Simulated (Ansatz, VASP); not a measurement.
## Nb: VASP beside Ansatz

The input INCAR:

```
ALGO = Normal
EDIFF = 1E-7
EDIFFG = -0.005
ENCUT = 600
GGA = PE
IBRION = 2
ISIF = 3
ISMEAR = -1
LASPH = True
LCHARG = False
LREAL = False
LWAVE = False
NELM = 60
NSW = 60
PREC = Accurate
SIGMA = 0.08
```

File KPOINTS:

```
k-points
0
Gamma
  16 16 16
```

POSCAR

```
Nb
1.0
    0.0000000000      2.0849260709      2.0849260709
    2.0849260709      0.0000000000      2.0849260709
    2.0849260709      2.0849260709      0.0000000000
Nb
1
Direct
    0.0000000000      0.0000000000      0.0000000000
```

Input for Ansatz:

```yaml
crystal:
  lattice:
    - [0.0, 2.0849260709, 2.0849260709]
    - [2.0849260709, 0.0, 2.0849260709]
    - [2.0849260709, 2.0849260709, 0.0]
  atoms:
    - { symbol: Nb, position: [0.0, 0.0, 0.0] }
kpoints:
  mp_grid: { grid: [16, 16, 16] }
scf:
  occupations: { method: fermi_dirac, width: 0.08 }
hamiltonian:
  xc: pbe
  pseudopotentials: { kind: paw }
output:
  forces: true
  stress: true
relax:
  f_tol: 0.005
  max_steps: 40
  cell: {}
```

Alike in both runs: task relaxation of cell and atoms; functional PBE; k mesh 16 × 16 × 16; occupations fermi-dirac, width 0.08 eV; no spin polarisation.

|  | VASP | Ansatz |
| --- | --- | --- |
| version | VASP 6.6.1 | Ansatz 0.2.0 |
| potentials or method | VASP PAW PBE potentials, release 64 (Nb_sv) | PAW with Ansatz's default frozen-core files, scalar-relativistic |
| plane-wave cutoff (eV) | 600 | 420 |
| valence electrons in the cell | 13 | 13 |

VASP gave:

| Quantity | Value |
| --- | --- |
| relaxed volume (Å³/atom) | 18.74 |
| relaxed cell length with the largest relative difference (Å) | 2.981 |

Question: Which values does Ansatz return?

Answer: Relaxed volume (Å³/atom): 18.78; relaxed cell length with the largest relative difference (Å): 2.983.
